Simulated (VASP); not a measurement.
# CuAs (P6_3/mmc) in VASP: a series of runs, part 2 of 2

VASP 6.6.1.

## Step 5: Single point, LDA (volume 15.827 Å^3 an atom, c/a of the conventional cell 1.1385)

File INCAR:

```
  PREC = Accurate
  ENCUT = 520
  EDIFF = 1E-7
  ISMEAR = 0
  SIGMA = 0.15
  LREAL = F
  LASPH = T
  NELM = 100
  ALGO = Normal
  ISIF = 2
  LWAVE = F
  LCHARG = T
  GGA = CA
  LELF = T
  LVHAR = T
  NBANDS = 24
```

File KPOINTS:

```
Automatic mesh
0
Gamma
  15 15 10
```

File POSCAR:

```
CuAs
1.0
    4.0043464261      0.0000000000      0.0000000000
   -2.0021732131      3.4678657306      0.0000000000
    0.0000000000      0.0000000000      4.5589484062
Cu As
2 2
Direct
    0.0000000000      0.0000000000      0.5000000000
    0.0000000000      0.0000000000      0.0000000000
    0.6666666667      0.3333333333      0.7500000000
    0.3333333333      0.6666666667      0.2500000000
```

Potentials or basis: VASP PAW LDA potentials, release 64 (Cu, As).

Started as:

```console
$ cat potpaw_LDA.64/Cu/POTCAR potpaw_LDA.64/As/POTCAR > POTCAR
$ mpirun -np 1 vasp_std > vasp.out
```

OUTCAR:

```text
PREC = Accurate
   ENCUT = 520
   EDIFF = 1E-7
   ISMEAR = 0
   LREAL = F
   LASPH = T
   NELM = 100
   ISIF = 2
   GGA = CA

 ion  position               nearest neighbor table
   1  0.000  0.000  0.500-   2 2.28   2 2.28   4 2.58   3 2.58   3 2.58   4 2.58   3 2.58   4 2.58

   2  0.000  0.000  0.000-   1 2.28   1 2.28   4 2.58   3 2.58   3 2.58   4 2.58   3 2.58   4 2.58

   3  0.667  0.333  0.750-   1 2.58   2 2.58   1 2.58   2 2.58   1 2.58   2 2.58
[... 846 lines left out ...]
     24      15.7684      0.00000

 [... further k-points ...]
[... 5 lines left out ...]
  --------------------------------------------------------------------------------------
  -------------------------------------------------------------------------------------
  Total       -3.9316037     -3.9316037      2.9338971      0.0000000     -0.0000000     -0.0000000
  in kB      -99.4996882    -99.4996882     74.2500687      0.0000000     -0.0000000     -0.0000000
  external PRESSURE =     -41.5831026 kB  Pullay stress =       0.0000000 kB

 VOLUME and BASIS-vectors are now :
 -----------------------------------------------------------------------------
  energy-cutoff  :      520.00
  volume of cell :       63.31
      direct lattice vectors                 reciprocal lattice vectors
     4.004346426  0.000000000  0.000000000     0.249728643  0.144180899  0.000000000
    -2.002173213  3.467865731  0.000000000     0.000000000  0.288361799  0.000000000
     0.000000000  0.000000000  4.558948406     0.000000000  0.000000000  0.219348830

 POSITION                                       TOTAL-FORCE (eV/Angst)
 -----------------------------------------------------------------------------------
      0.00000      0.00000      2.27947        -0.000000     -0.000000      0.000000
      0.00000      0.00000      0.00000        -0.000000     -0.000000      0.000000
      2.00217      1.15596      3.41921         0.000000      0.000000      0.000000
     -0.00000      2.31191      1.13974        -0.000000     -0.000000     -0.000000
 -----------------------------------------------------------------------------------
    total drift:                                0.000000      0.000000      0.000000

  FREE ENERGIE OF THE ION-ELECTRON SYSTEM (eV)
  ---------------------------------------------------
  free  energy   TOTEN  =       -19.8164789576 eV

  energy  without entropy=      -19.7954721855  energy(sigma->0) =      -19.80597557
```

OSZICAR:

```text
N       E                     dE             d eps       ncg     rms          rms(c)
DAV:   1     0.215440971752E+03    0.21544E+03   -0.13929E+04  7832   0.174E+03
DAV:   2    -0.489943741676E+01   -0.22034E+03   -0.20750E+03  7848   0.323E+02
DAV:   3    -0.220287979244E+02   -0.17129E+02   -0.16013E+02 10384   0.110E+02
DAV:   4    -0.225562591938E+02   -0.52746E+00   -0.52635E+00  9056   0.179E+01
DAV:   5    -0.225681057707E+02   -0.11847E-01   -0.11843E-01 10496   0.246E+00    0.153E+01
DAV:   6    -0.240175330648E+02   -0.14494E+01   -0.40803E+01  9128   0.185E+02    0.122E+01
DAV:   7    -0.198966780682E+02    0.41209E+01   -0.11591E+01  9232   0.937E+01    0.237E+00
DAV:   8    -0.198608628420E+02    0.35815E-01   -0.14799E+00 12336   0.269E+01    0.197E+00
DAV:   9    -0.198176950817E+02    0.43168E-01   -0.28450E-01 11496   0.113E+01    0.271E-01
DAV:  10    -0.198183984514E+02   -0.70337E-03   -0.92819E-03 12328   0.119E+00    0.304E-01
DAV:  11    -0.198164418216E+02    0.19566E-02   -0.44071E-03 11304   0.220E+00    0.457E-02
DAV:  12    -0.198165681539E+02   -0.12633E-03   -0.12270E-03  8512   0.192E-01    0.591E-02
DAV:  13    -0.198164792234E+02    0.88931E-04   -0.11116E-04 12072   0.305E-01    0.126E-02
DAV:  14    -0.198164792944E+02   -0.71012E-07   -0.33731E-05 12256   0.606E-02    0.402E-03
DAV:  15    -0.198164790188E+02    0.27556E-06   -0.10816E-06 11736   0.132E-02    0.178E-03
DAV:  16    -0.198164789576E+02    0.61218E-07   -0.10030E-07  5344   0.876E-03
   1 F= -.19816479E+02 E0= -.19805976E+02  d E =-.210068E-01
```

stdout:

```text
POSCAR found type information on POSCAR CuAs
 POSCAR found :  2 types and       4 ions
 scaLAPACK will be used
 LDA part: xc-table for (Slater(with rela. corr.)+CA(PZ))
 , standard interpolation
 POSCAR, INCAR and KPOINTS ok, starting setup
 FFT: planning ... GRIDC
 FFT: planning ... GRID_SOFT
 FFT: planning ... GRID
 WAVECAR not read
 entering main loop
```

Wall time 3.6 min (1 thread of Intel Xeon 6975P-C, shared host); peak memory 0.32 GiB.

What came out:

```
Free energy            : -19.8165 eV
Pressure               : -4.2 GPa
Band gap on the k mesh : zero (band 16 reaches 7.28 eV, above the bottom of band 17 at 5.83 eV)
```

Levels at points of the mesh, in eV from the Fermi level:
```tsv
k point	band 14	band 15	band 16	band 17	band 18	band 19
(0.00, 0.00, 0.00)	-0.66	-0.66	0.69	0.69	1.98	2.43
(0.00, 0.00, 0.50)	-1.17	0.65	0.65	0.65	0.65	4.05
```

## Step 6: The runs side by side

```csv
cell,gap on the mesh (eV),pressure (GPa)
"a = 3.769, b = 3.769, c = 5.147 Å, angles 90.0, 90.0, 120.0°, 4 atoms",none,-5.3
"a = 4.086, b = 4.086, c = 4.378 Å, angles 90.0, 90.0, 120.0°, 4 atoms",none,-2.3
"a = 3.693, b = 3.693, c = 5.359 Å, angles 90.0, 90.0, 120.0°, 4 atoms",none,-5.0
"a = 4.004, b = 4.004, c = 4.559 Å, angles 90.0, 90.0, 120.0°, 4 atoms",none,-4.2
```

Alike in all rows: task single point; level LDA; potentials or basis VASP PAW LDA potentials, release 64 (Cu, As); no spin polarisation; k mesh 15 × 15 × 10; cutoff (eV) 520; smearing gaussian 0.15 eV.

Absolute energies hang on the potentials; compare differences alone.
